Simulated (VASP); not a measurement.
Set up this calculation in VASP 6.6.1, as the native input.

- Task: single point
- Functional: PBE
- Potentials or basis: VASP PAW PBE potentials, release 64 (As, Ru_pv)
- Cutoff: 520 eV
- k mesh: 4 × 4 × 4
- Occupations: gaussian, width 0.1 eV
- Spin: no spin polarisation
- Dipole correction: no
- Further INCAR settings: ALGO = Fast; EDIFF = 1e-06; NBANDS = 32

The structure of AsRu3 lies in POSCAR:

```
AsRu3
1.0
    3.8469463484      0.0000000000      0.0000000000
    0.0000000000      3.8469463484      0.0000000000
    0.0000000000      0.0000000000      3.8469463484
As Ru
1 3
Direct
    0.0000000000      0.0000000000      0.0000000000
    0.0000000000      0.5000000000      0.5000000000
    0.5000000000      0.0000000000      0.5000000000
    0.5000000000      0.5000000000      0.0000000000
```

These files were run (other wordings do the same):

INCAR

```
PREC = Accurate
ENCUT = 520
EDIFF = 1E-6
ISMEAR = 0
SIGMA = 0.1
LREAL = F
LASPH = T
NELM = 80
ALGO = Fast
ISIF = 2
LWAVE = F
LCHARG = T
GGA = PE
LELF = T
LVHAR = T
NBANDS = 32
```

KPOINTS

```
regular mesh
0
Gamma
  4 4 4
```

Potentials or basis: VASP PAW PBE potentials, release 64 (As, Ru_pv).

Command:

```bash
$ cat potpaw_PBE.64/As/POTCAR potpaw_PBE.64/Ru_pv/POTCAR > POTCAR
$ mpirun -np 1 vasp_std > vasp.out
```

It gave:

```
Pressure               : -0.2 GPa
Band gap on the k mesh : zero (an odd number of electrons rules out a gap without spin polarisation)
```

Caveat: the k points lie up to 0.41 Å⁻¹ apart, too coarse for converged energies and pressures of a metal.

Run time: 37 s on 1 thread of Intel Xeon 8259CL, on a shared host, peak memory 0.17 GiB.
